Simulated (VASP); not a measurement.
Crystal: TiCo.

```
Co Ti
1.0
     2.98611    0.00000    0.00000
     0.00000    2.98611    0.00000
     0.00000    0.00000    2.98611
Co Ti
1 1
Direct
  0.50000 0.50000 0.50000
  0.00000 0.00000 0.00000
```

* Program: VASP 6.6.1
* Task: relaxation of cell and atoms
* Functional: PBEsol
* Potentials or basis: VASP PAW PBE potentials, release 64 (Co, Ti_sv)
* Cutoff: 600 eV
* k mesh: 9 × 9 × 9
* Occupations: fermi-dirac, width 0.05 eV
* Spin: collinear spin, ferromagnetic start
* Starting moments: [2.0, 1.0] μB

At the start: pressure -8.7 GPa; volume 13.31 Å³/atom.

Question: How do energy, volume and symmetry change on relaxing?

Answer: Over 3 steps the energy falls by 19.2 meV/atom and the volume is 12.64 Å³/atom (-5.0 %); space group Pm-3m (No. 221, to 0.05 Å); moment 0.57 μB per cell.

The path:
| step | energy change (eV) | largest force (eV/Å) | pressure (GPa) | volume (Å³) |
| --- | --- | --- | --- | --- |
| 1 | 0.0000 | 0.0000 | -8.66 | 26.63 |
| 2 | 0.0065 | 0.0000 | 11.45 | 23.95 |
| 3 | -0.0384 | 0.0000 | 0.09 | 25.29 |

Final structure:
```
Co Ti
1.0
     2.93512    0.00000    0.00000
     0.00000    2.93512    0.00000
     0.00000    0.00000    2.93512
Co Ti
1 1
Direct
  0.50000 0.50000 0.50000
  0.00000 0.00000 0.00000
```

Caveat: the PAW data sets were made with another functional, which shifts forces and pressure a little.
